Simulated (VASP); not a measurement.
A run of VASP 6.6.1 is set up as follows.

File INCAR:

```
SYSTEM = V
  PREC = Accurate
  ENCUT = 500
  EDIFF = 1E-6
  ISMEAR = 0
  SIGMA = 0.1
  LREAL = .FALSE.
  LASPH = .TRUE.
  NELM = 120
  ALGO = Normal
  ISIF = 2
  LWAVE = .FALSE.
  LCHARG = .TRUE.
  GGA = PE
  LELF = .TRUE.
  LVHAR = .TRUE.
  NBANDS = 12
  GGA_COMPAT = .FALSE.
```

KPOINTS

```
Automatic mesh
0
G
  6 6 6
  0 0 0
```

Contents of POSCAR:

```
V
1.0
   -1.5130000000      1.5130000000      1.5130000000
    1.5130000000     -1.5130000000      1.5130000000
    1.5130000000      1.5130000000     -1.5130000000
V
1
Direct
    0.0000000000      0.0000000000      0.0000000000
```

Potentials or basis: VASP PAW PBE potentials, release 64 (V_sv).

Run with:

```bash
$ cat potpaw_PBE.64/V_sv/POTCAR > POTCAR
$ mpirun -np 1 vasp_std > vasp.out
```

Q: Estimate the pressure.

A: -3.0 GPa.

Caveat: the k points lie up to 0.49 Å⁻¹ apart.
